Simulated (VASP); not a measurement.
Sn3Se:

```
Sn Se
1.0
     4.64508    0.00000    0.00000
     0.00000    4.64508    0.00000
     0.00000    0.00000    4.64508
Sn Se
3 1
Direct
  0.50000 0.50000 0.00000
  0.50000 0.00000 0.50000
  0.00000 0.50000 0.50000
  0.00000 0.00000 0.00000
```

Base run:

* Program: VASP 6.6.1
* Functional: r2SCAN
* Potentials or basis: VASP PAW PBE potentials, release 64 (Sn_d, Se)
* Cutoff: 520 eV
* k mesh: 6 × 6 × 6
* Occupations: fermi-dirac, width 0.05 eV
* Spin: no spin polarisation

Its results: band gap on the k mesh zero (band 24 reaches 10.13 eV, above the bottom of band 25 at 7.46 eV); pressure 2.7 GPa.

Task: The run is repeated on the same cell with these changes: functional from r2SCAN to PBE; further incar settings from ALGO = Normal; EDIFF = 1e-06; NBANDS = 32 to ALGO = Normal; EDIFF = 1e-07; NBANDS = 32. What comes out?

Result: Band gap on the k mesh zero (band 24 reaches 10.13 eV, above the bottom of band 25 at 7.63 eV); pressure 3.6 GPa.

Caveats: spin-orbit coupling is left out, which moves the levels of the heavy elements; the PAW data sets were made with another functional, which shifts forces and pressure a little (some runs).
